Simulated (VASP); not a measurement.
# Rb2GaIrC6N6 (Fm-3m) in VASP: single point with PBE

Aim: the single point of Rb2GaIrC6N6 with PBE.

All numbers are computed with VASP 6.6.1; they aren't measurements. Logs are shortened: lines on timing, memory, paths and dates and some standing lists are left out, and cuts for length are marked.

## Step 1: The cell of the first run

It takes space group Fm-3m (No. 225, cubic). Conventional cell: a = 10.147 Å, b = 10.147 Å, c = 10.147 Å, α = 90.00°, β = 90.00°, γ = 90.00°. Within 4.8 Å of Rb (site symmetry -43m) lie 12 N at 3.63 Å and 12 C at 3.64 Å and 4 Ga at 4.39 Å and 4 Ir at 4.39 Å. Ga (site symmetry m-3m) has 6 C at 1.90 Å within 2.5 Å. Ir (site symmetry m-3m) has 6 N at 2.01 Å within 2.7 Å. C (site symmetry 4mm) has 1 N at 1.17 Å within 1.6 Å. N (site symmetry 4mm) has 1 C at 1.17 Å within 1.6 Å.

## Step 2: Single point, PBE, collinear spin

INCAR

```
SYSTEM = Rb2GaIrC6N6
PREC     = Accurate       ! precision mode
ENCUT    = 700            ! plane-wave cutoff, eV
EDIFF    = 1E-6           ! SCF threshold, eV
ISMEAR   = 0              ! smearing method
SIGMA    = 0.1            ! smearing width, eV
LREAL    = Auto         
LASPH    = .TRUE.         ! aspherical terms in the spheres
NELM     = 200            ! most SCF steps
ALGO     = Normal         ! electronic algorithm
ISIF     = 2              ! what is computed and relaxed
LWAVE    = .FALSE.        ! write WAVECAR
LCHARG   = .FALSE.        ! write CHGCAR
ISPIN    = 2              ! spin polarisation
MAGMOM   = 0 0 0 1 0 0 0 0 0 0 0 0 0 0 0 0 ! initial moments
LORBIT   = 11             ! projections on sites
LMAXMIX  = 4              ! l up to which the mixer works
GGA      = PE             ! functional
NBANDS   = 69             ! bands
GGA_COMPAT= .FALSE.
```

KPOINTS

```
regular mesh
0
G
  4 4 4
  0 0 0
```

POSCAR

```
Rb2GaIrC6N6
1.0
    0.0000000000      5.0735000000      5.0735000000
    5.0735000000      0.0000000000      5.0735000000
    5.0735000000      5.0735000000      0.0000000000
Rb Ga Ir C N
2 1 1 6 6
Direct
    0.2500000000      0.2500000000      0.2500000000
    0.7500000000      0.7500000000      0.7500000000
    0.0000000000      0.0000000000      0.0000000000
    0.5000000000      0.5000000000      0.5000000000
    0.8131467400      0.1868532600      0.1868532600
    0.1868532600      0.8131467400      0.1868532600
    0.1868532600      0.1868532600      0.8131467400
    0.1868532600      0.8131467400      0.8131467400
    0.8131467400      0.1868532600      0.8131467400
    0.8131467400      0.8131467400      0.1868532600
    0.6978417300      0.3021582700      0.3021582700
    0.3021582700      0.6978417300      0.3021582700
    0.3021582700      0.3021582700      0.6978417300
    0.3021582700      0.6978417300      0.6978417300
    0.6978417300      0.3021582700      0.6978417300
    0.6978417300      0.6978417300      0.3021582700
```

Potentials or basis: VASP PAW PBE potentials, release 64 (Rb_sv, Ga_d, Ir_sv_GW, C, N).

On the command line:

```sh
cat potpaw_PBE.64/Rb_sv/POTCAR potpaw_PBE.64/Ga_d/POTCAR potpaw_PBE.64/Ir_sv_GW/POTCAR potpaw_PBE.64/C/POTCAR potpaw_PBE.64/N/POTCAR > POTCAR
mpirun -np 1 vasp_std > vasp.out
```

OUTCAR:

```text
SYSTEM = Rb2GaIrC6N6
   PREC = Accurate
   ENCUT = 700
   EDIFF = 1E-6
   ISMEAR = 0
   LREAL = Auto
   LASPH = .TRUE.
   NELM = 200
   ISIF = 2
   ISPIN = 2
   LORBIT = 11
   GGA = PE

 ion  position               nearest neighbor table
   1  0.250  0.250  0.250-  11 3.63  12 3.63  13 3.63  13 3.63  14 3.63  15 3.63  12 3.63  14 3.63
                            16 3.63  11 3.63  15 3.63  16 3.63   5 3.64   9 3.64  10 3.64   6 3.64
   2  0.750  0.750  0.750-  12 3.63  13 3.63  14 3.63  11 3.63  13 3.63  15 3.63  11 3.63  12 3.63
                            16 3.63  14 3.63  15 3.63  16 3.63   8 3.64   9 3.64  10 3.64   5 3.64
   3  0.000  0.000  0.000-   5 1.90   6 1.90   7 1.90   8 1.90   9 1.90  10 1.90
   4  0.500  0.500  0.500-  11 2.01  12 2.01  13 2.01  14 2.01  15 2.01  16 2.01   1 4.39   1 4.39
                             1 4.39   2 4.39   1 4.39   2 4.39   2 4.39   2 4.39
   5  0.813  0.187  0.187-  11 1.17   3 1.90   1 3.64   2 3.64   2 3.64   1 3.64
   6  0.187  0.813  0.187-  12 1.17   3 1.90   1 3.64   2 3.64   2 3.64   1 3.64
   7  0.187  0.187  0.813-  13 1.17   3 1.90   1 3.64   2 3.64   2 3.64   1 3.64
   8  0.187  0.813  0.813-  14 1.17   3 1.90   2 3.64   2 3.64   1 3.64   1 3.64
   9  0.813  0.187  0.813-  15 1.17   3 1.90   2 3.64   2 3.64   1 3.64   1 3.64
  10  0.813  0.813  0.187-  16 1.17   3 1.90   2 3.64   2 3.64   1 3.64   1 3.64
  11  0.698  0.302  0.302-   5 1.17   4 2.01   1 3.63   1 3.63   2 3.63   2 3.63
  12  0.302  0.698  0.302-   6 1.17   4 2.01   1 3.63   1 3.63   2 3.63   2 3.63
  13  0.302  0.302  0.698-   7 1.17   4 2.01   1 3.63   1 3.63   2 3.63   2 3.63
  14  0.302  0.698  0.698-   8 1.17   4 2.01   2 3.63   1 3.63   1 3.63   2 3.63
  15  0.698  0.302  0.698-   9 1.17   4 2.01   2 3.63   1 3.63   1 3.63   2 3.63
  16  0.698  0.698  0.302-  10 1.17   4 2.01   2 3.63   1 3.63   1 3.63   2 3.63

  LATTYP: Found a face centered cubic cell.
 ALAT       =    10.1470000000

  Lattice vectors:

 A1 = (   0.0000000000,   5.0735000000,   5.0735000000)
 A2 = (   5.0735000000,   0.0000000000,   5.0735000000)
 A3 = (   5.0735000000,   5.0735000000,   0.0000000000)

Analysis of symmetry for initial positions (statically):
=====================================================================
 Subroutine PRICEL returns:
 Original cell was already a primitive cell.

 Routine SETGRP: Setting up the symmetry group for a
 face centered cubic supercell.

 Subroutine GETGRP returns: Found 48 space group operations
 (whereof 48 operations were pure point group operations)
 out of a pool of 48 trial point group operations.

The static configuration has the point symmetry O_h .

Analysis of symmetry for dynamics (positions and initial velocities):
=====================================================================
 Subroutine PRICEL returns:
 Original cell was already a primitive cell.

 Routine SETGRP: Setting up the symmetry group for a
 face centered cubic supercell.

 Subroutine GETGRP returns: Found 48 space group operations
 (whereof 48 operations were pure point group operations)
 out of a pool of 48 trial point group operations.

The dynamic configuration has the point symmetry O_h .

Analysis of structural, dynamic, and magnetic symmetry:
=====================================================================
 Subroutine PRICEL returns:
 Original cell was already a primitive cell.

 Routine SETGRP: Setting up the symmetry group for a
 face centered cubic supercell.

 Subroutine GETGRP returns: Found 48 space group operations
 (whereof 48 operations were pure point group operations)
 out of a pool of 48 trial point group operations.

The overall configuration has the point symmetry O_h .

 Subroutine INISYM returns: Found 48 space group operations
 (whereof 48 operations are pure point group operations),
 and found     1 'primitive' translations

----------------------------------------------------------------------------------------

                                     Primitive cell

  volume of cell :     261.1879

  direct lattice vectors                    reciprocal lattice vectors
     0.000000000  5.073500000  5.073500000    -0.098551296  0.098551296  0.098551296
     5.073500000  0.000000000  5.073500000     0.098551296 -0.098551296  0.098551296
     5.073500000  5.073500000  0.000000000     0.098551296  0.098551296 -0.098551296

  length of vectors
     7.175012509  7.175012509  7.175012509     0.170695852  0.170695852  0.170695852

  position of ions in fractional coordinates (direct lattice)
     0.250000000  0.250000000  0.250000000
     0.750000000  0.750000000  0.750000000
     0.000000000  0.000000000  0.000000000
[... 66 lines left out ...]
 -0.250000  0.250000  0.000000     12.000000
  0.500000  0.500000  0.000000      3.000000
 -0.250000  0.500000  0.250000      6.000000
   k-points           NKPTS =      8   k-points in BZ     NKDIM =      8   number of bands    NBANDS=     69
   number of dos      NEDOS =    301   number of ions     NIONS =     16
   total plane-waves  NPLWV = 262144
   dimension x,y,z NGX =    64 NGY =   64 NGZ =   64
   dimension x,y,z NGXF=   128 NGYF=  128 NGZF=  128
   ions per type =               2   1   1   6   6
   NGX,Y,Z   is equivalent  to a cutoff of  14.83, 14.83, 14.83 a.u.
   NGXF,Y,Z  is equivalent  to a cutoff of  29.66, 29.66, 29.66 a.u.
 SYSTEM =  Rb2GaIrC6N6
   PREC   = accura    normal or accurate (medium, high low for compatibility)
   ISTART =      0    job   : 0-new  1-cont  2-samecut
   ICHARG =      2    charge: 1-file 2-atom 10-const
   ISPIN  =      2    spin polarized calculation?
   LNONCOLLINEAR =      F non collinear calculations
   LSORBIT =      F    spin-orbit coupling
   LASPH  =      T    aspherical Exc in radial PAW
   ENCUT  =  700.0 eV  51.45 Ry    7.17 a.u.  15.48 15.48 15.48*2*pi/ulx,y,z
   NELM   =    200;   NELMIN=  2; NELMDL= -5     # of ELM steps
   EDIFF  = 0.1E-05   stopping-criterion for ELM
   LREAL  =      T    real-space projection
   EDIFFG = 0.1E-04   stopping-criterion for IOM
   NSW    =      0    number of steps for IOM
   IBRION =     -1    ionic relax: 0-MD 1-quasi-New 2-CG
   NFREE  =      0    steps in history (QN), initial steepest desc. (CG)
   ISIF   =      2    stress and relaxation
   ISYM   =      2    0-nonsym 1-usesym 2-fastsym
   POTIM  = 0.5000    time-step for ionic-motion
   TEBEG  =    0.0;   TEEND  =   0.0 temperature during run
   PSTRESS=    0.0 pullay stress
   NELECT =     102.0000    total number of electrons
   NUPDOWN=      -1.0000    fix difference up-down
   EMIN   =  10.00;   EMAX   =-10.00  energy-range for DOS
   EFERMI =   0.00;   METHOD = LEGACY
   ISMEAR =     0;   SIGMA  =   0.10  broadening in eV -4-tet -1-fermi 0-gaus
   EFERMI_NEDOS =   21; number of points for ismear=-14 and -15
   IALGO  =     38    algorithm
   IMIX   =      4    mixing-type and parameters
     AMIX     =   0.40;   BMIX     =  1.00
     AMIX_MAG =   1.60;   BMIX_MAG =  1.00
  volume/ion in A,a.u.               =      16.32       110.16
  Fermi-wavevector in a.u.,A,eV,Ry     =   1.196623  2.261289 19.482261  1.431906
  Thomas-Fermi vector in A             =   2.332558
   LORBIT       =     11    0 simple, 1 ext, 2 COOP (PROOUT), +10 PAW based schemes
   GGA     = PE    functional components
   LHFCALC =     F    Hartree Fock is set to
   AEXX    =    0.0000 exact exchange contribution
   IVDW    =     0    specifies the selected vdW correction
   LEPSILON=     F    determine dielectric tensor
   LRPA    =     F    only Hartree local field effects (RPA)
 spin polarized calculation
 Gauss-broadening in eV      SIGMA  =   0.10
  energy-cutoff  :      700.00
  volume of cell :      261.19
 maximum number of plane-waves:     11002
 NGX is ok and might be reduce to    64
   NGX = 31   NGY = 31   NGZ = 31

 number of electron     101.9999999 magnetization      -0.0213746

 number of electron     101.9999999 magnetization       0.0408238

 Free energy of the ion-electron system (eV)
  ---------------------------------------------------
  ext. energy  EPLUGINS =         0.00000000
  ---------------------------------------------------
  free energy    TOTEN  =      -111.62615781 eV

  energy without entropy =     -111.56737792  energy(sigma->0) =     -111.59676786

 E-fermi :   4.6766     XC(G=0):  -8.7378

 val. band max:        4.6717846555   @ k =  -0.2500   0.2500   0.0000
 cond. band min:       4.6787601806   @ k =  -0.2500   0.2500   0.0000
 fundamental gap:      0.0069755251
 Fermi energy:         4.6766015573

 spin component 1

 k-point     1 :       0.0000    0.0000    0.0000
  band No.  band energies     occupation
      1     -91.5037      1.00000
      2     -48.2692      1.00000
      3     -48.2692      1.00000
      4     -48.2692      1.00000
      5     -25.0266      1.00000
      6     -25.0223      1.00000
[... 517 lines left out ...]
     62       7.0569      0.00000
     63       7.0570      0.00000
 Fermi energy:         4.6766015573

 spin component 2

 k-point     1 :       0.0000    0.0000    0.0000
  band No.  band energies     occupation
      1     -91.5034      1.00000
      2     -48.2688      1.00000
      3     -48.2688      1.00000
      4     -48.2688      1.00000
      5     -25.0265      1.00000
      6     -25.0222      1.00000
[... 517 lines left out ...]
     62       7.0596      0.00000
     63       7.0596      0.00000
 [bands above 63 left out]

------------------------ aborting loop because EDIFF is reached ----------------------------------------

  FORCE on cell =-STRESS in cart. coord.  units (eV):
  Direction    XX          YY          ZZ          XY          YZ          ZX
  --------------------------------------------------------------------------------------
  -------------------------------------------------------------------------------------
  Total       19.0055855     19.0055855     19.0055855     -0.0000000     -0.0000000      0.0000000
  in kB      116.5839713    116.5839713    116.5839713     -0.0000000     -0.0000000      0.0000000
  external PRESSURE =     116.5839713 kB  Pullay stress =       0.0000000 kB

 VOLUME and BASIS-vectors are now :
 -----------------------------------------------------------------------------
  energy-cutoff  :      700.00
  volume of cell :      261.19
      direct lattice vectors                 reciprocal lattice vectors
     0.000000000  5.073500000  5.073500000    -0.098551296  0.098551296  0.098551296
     5.073500000  0.000000000  5.073500000     0.098551296 -0.098551296  0.098551296
     5.073500000  5.073500000  0.000000000     0.098551296  0.098551296 -0.098551296

 POSITION                                       TOTAL-FORCE (eV/Angst)
 -----------------------------------------------------------------------------------
      2.53675      2.53675      2.53675        -0.000000      0.000000      0.000000
      7.61025      7.61025      7.61025         0.000000      0.000000      0.000000
      0.00000      0.00000      0.00000         0.000000      0.000000      0.000000
      5.07350      5.07350      5.07350         0.000000      0.000000      0.000000
      1.89600      5.07350      5.07350         0.894232      0.000000      0.000000
      5.07350      1.89600      5.07350         0.000000      0.894232      0.000000
[... 8 lines left out ...]
      5.07350      7.08100      5.07350         0.000000     -3.283227      0.000000
      5.07350      5.07350      7.08100         0.000000      0.000000     -3.283227
 -----------------------------------------------------------------------------------
    total drift:                                0.000000      0.000000      0.000000

  FREE ENERGIE OF THE ION-ELECTRON SYSTEM (eV)
  ---------------------------------------------------
  free  energy   TOTEN  =      -111.6261578055 eV

  energy  without entropy=     -111.5673779151  energy(sigma->0) =     -111.59676786

 total charge

# of ion       s       p       d       f       tot
--------------------------------------------------
    1        1.932   5.353   0.012   0.000   7.296
    2        1.932   5.353   0.012   0.000   7.296
    3        0.745   1.223  10.538   0.000  12.505
    4        3.555   6.143   6.207   0.058  15.964
    5        0.974   1.664   0.000   0.000   2.638
    6        0.974   1.664   0.000   0.000   2.638
[... 8 lines left out ...]
   15        1.280   2.631   0.000   0.000   3.911
   16        1.280   2.631   0.000   0.000   3.911
--------------------------------------------------
tot         21.688  43.845  16.768   0.058  82.360

 magnetization (x)

# of ion       s       p       d       f       tot
--------------------------------------------------
    1        0.000   0.000   0.000   0.000   0.000
    2        0.000   0.000   0.000   0.000   0.000
    3       -0.000  -0.000   0.002   0.000   0.001
    4       -0.000   0.000   0.000   0.000   0.000
    5        0.000   0.001   0.000   0.000   0.001
    6        0.000   0.001   0.000   0.000   0.001
[... 8 lines left out ...]
   15        0.000   0.002   0.000   0.000   0.002
   16        0.000   0.002   0.000   0.000   0.002
--------------------------------------------------
tot          0.000   0.018   0.002   0.000   0.021
```

It took 13 min on 1 thread of Intel Xeon 6975P-C (Granite Rapids), shared host; peak memory 0.96 GiB.

What came out:

| Quantity | Value |
| --- | --- |
| Free energy | -111.6262 eV |
| Pressure | 11.7 GPa |
| Largest force | 3.283 eV/Å |
| Net moment | 0.04 μB per cell |
| Valence electrons inside the program's atomic spheres | Rb 7.30; Ga 12.51; Ir 15.96; C 2.64; N 3.91 |

Forces in eV/Å, atoms in the order of the input:
```
Rb   0.000  0.000  0.000
Rb   0.000  0.000  0.000
Ga   0.000  0.000  0.000
Ir   0.000  0.000  0.000
C    0.894  0.000  0.000
C    0.000  0.894  0.000
C    0.000  0.000  0.894
C   -0.894  0.000  0.000
C    0.000 -0.894  0.000
C    0.000  0.000 -0.894
N    3.283  0.000  0.000
N    0.000  3.283  0.000
N    0.000  0.000  3.283
N   -3.283  0.000  0.000
N    0.000 -3.283  0.000
N    0.000  0.000 -3.283
```

Caveat: the cell stands under pressure; spin-orbit coupling is left out, which moves the levels of the heavy elements; forces of over 1 eV/Å act on the atoms, so gaps and moduli don't describe the material at rest.
